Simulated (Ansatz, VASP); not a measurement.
## One calculation of Sb, two programs

```
Sb
1.0
     4.30120    0.00000    0.00000
    -2.15060    3.72495    0.00000
     0.00000    0.00000   25.99249
Sb
6
Direct
  0.33333 0.66667 0.32702
  0.66667 0.33333 0.38490
  0.00000 0.00000 0.47106
  0.33333 0.66667 0.53065
  0.66667 0.33333 0.62201
  0.00000 0.00000 0.68185
```

Alike in both runs: task single point; functional PBE; k mesh 18 × 18 × 1; occupations gaussian, width 0.1 eV; no spin polarisation.

|  | VASP | Ansatz |
| --- | --- | --- |
| version | VASP 6.6.1 | Ansatz 0.2.0 |
| potentials or method | VASP PAW PBE potentials, release 64 (Sb), cutoff 520 eV | scalar-relativistic, plane waves, PAW |
| valence electrons in the cell | 30 | 90 |

```csv
,VASP,Ansatz,Ansatz less VASP
gap on the k mesh at the Fermi level (eV),none,none,-
rms of the force components (eV/Å),0.121,0.107,-0.0144
```

Atom by atom the forces differ by 0.031 eV/Å (rms over components). A gap of «none» marks a metal or a gap that the smearing closes. VASP's potentials hold 30 valence electrons a cell and Ansatz's 90, so a difference there can come from the potentials and not from the codes. Ansatz's warnings: xc potential rough in thin density.

Spin-orbit coupling is off throughout.
